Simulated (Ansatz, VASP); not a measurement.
**One calculation of W, two programs**

File INCAR:

```
ALGO = Fast
EDIFF = 1E-7
ENCUT = 520
ISIF = 2
ISMEAR = 0
LASPH = True
LCHARG = True
LELF = True
LREAL = False
LVHAR = True
LWAVE = False
NBANDS = 13
NELM = 100
PREC = Accurate
SIGMA = 0.15
```

File KPOINTS:

```
k-points
0
Gamma
  20 20 20
```

File POSCAR:

```
W
1.0
   -0.0744929544      1.9864787842      1.6885069666
    1.9119858298      0.0000000000      1.6140140122
    1.9864787842      1.9864787842     -0.0744929544
W
1
Direct
    0.0000000000      0.0000000000      0.0000000000
```

Input for Ansatz:

```yaml
crystal:
  lattice:
    - [-0.0744929544, 1.9864787842, 1.6885069666]
    - [1.9119858298, 0.0, 1.6140140122]
    - [1.9864787842, 1.9864787842, -0.0744929544]
  atoms:
    - { symbol: W, position: [0.0, 0.0, 0.0] }
basis:
  ecutwfc: 420
kpoints:
  mp_grid: { grid: [20, 20, 20] }
hamiltonian:
  xc: lda
  pseudopotentials: { kind: paw, azcp: { folder: soft_1 } }
scf:
  occupations: { method: gaussian, width: 0.15 }
output:
  forces: true
  stress: true
  eigenvalues: true
```

Change from the starting cell: engineering shear strain xz -0.0750, normal strain along z -0.1500.

Alike in both runs: task single point; functional LDA; k mesh 20 × 20 × 20; occupations gaussian, width 0.15 eV; no spin polarisation.

|  | VASP | Ansatz |
| --- | --- | --- |
| version | VASP 6.6.1 | Ansatz 0.2.0 |
| potentials or method | VASP PAW LDA potentials, release 64 (W_sv), cutoff 520 eV | scalar-relativistic, plane waves, PAW |
| valence electrons in the cell | 14 | 14 |

|  | VASP | Ansatz | Ansatz less VASP |
| --- | --- | --- | --- |
| gap on the k mesh at the Fermi level (eV) | none | none | - |
| pressure (GPa) | 76.0 | 72.3 | -3.62 |
| traceless stress, the component that is largest in VASP (GPa) | -24.88 | -24.79 | +0.093 |

Ansatz warns that its potentials were made for another functional, while VASP's fit it. LDA's correlation is that of Perdew and Zunger in VASP and of Perdew and Wang (1992) in Ansatz. A gap of «none» marks a metal or a gap that the smearing closes. Both programs put the cell under a high pressure, so it lies far from rest at this level.

Neither program's run includes spin-orbit coupling. Noted on VASP's run: the cell as given lies far from equilibrium.
